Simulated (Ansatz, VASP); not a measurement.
# Two plane-wave programs on PbS

Contents of INCAR:

```
SYSTEM = PbS
PREC     = Accurate       ! precision mode
ENCUT    = 500            ! plane-wave cutoff, eV
EDIFF    = 1E-6           ! SCF threshold, eV
ISMEAR   = -4             ! smearing method
SIGMA    = 0.1            ! smearing width, eV
LREAL    = .False.        ! projectors in reciprocal space
LASPH    = .True.         ! aspherical terms in the spheres
NELM     = 120            ! most SCF steps
ALGO     = Normal         ! electronic algorithm
ISIF     = 2              ! what is computed and relaxed
LWAVE    = .False.        ! write WAVECAR
LCHARG   = .True.         ! write CHGCAR
GGA      = PE             ! functional
LELF     = .True.         ! ELF
LVHAR    = .True.       
NBANDS   = 17             ! bands
GGA_COMPAT= .False.
```

Contents of KPOINTS:

```
regular mesh
0
Gamma
  4 4 4
  0 0 0
```

The input POSCAR:

```
PbS
1.0
    3.6536590000      0.0000000000      0.0000000000
    0.0000000000      3.6536590000      0.0000000000
    0.0000000000      0.0000000000      3.6536590000
Pb S
1 1
Direct
    0.1180000000      0.6370000000      0.8570000000
    0.6180000000      1.1370000000      1.3570000000
```

Input for Ansatz:

```yaml
crystal:
  lattice:
    - [3.653659, 0.0, 0.0]
    - [0.0, 3.653659, 0.0]
    - [0.0, 0.0, 3.653659]
  atoms:
    - { symbol: Pb, position: [0.118, 0.637, 0.857] }
    - { symbol: S, position: [0.618, 1.137, 1.357] }
basis:
  ecutwfc: 420
kpoints:
  mp_grid: { grid: [4, 4, 4] }
hamiltonian:
  xc: pbe
scf:
  occupations: { method: tetrahedron_uncorrected }
output:
  forces: true
  stress: true
  eigenvalues: true
```

Alike in both runs: task single point; functional PBE; k mesh 4 × 4 × 4; no spin polarisation.

|  | VASP | Ansatz |
| --- | --- | --- |
| version | VASP 6.6.1 | Ansatz 0.2.0 |
| potentials or method | VASP PAW PBE potentials, release 64 (Pb_d, S), cutoff 500 eV | scalar-relativistic, plane waves, PAW |
| occupations | tetrahedron | tetrahedron-uncorrected |
| valence electrons in the cell | 20 | 20 |

Ansatz gave:

* gap on the k mesh at the Fermi level (eV): none
* pressure (GPa): 0.9

Question: What did VASP give for the same quantities?

Answer: gap on the k mesh at the Fermi level (eV): none; pressure (GPa): 0.8.

A gap of «none» marks a metal or a gap that the smearing closes. Ansatz's warnings: band table not solved further.

The k mesh is coarse, so the values compare programs but aren't converged. Neither program's run includes spin-orbit coupling.
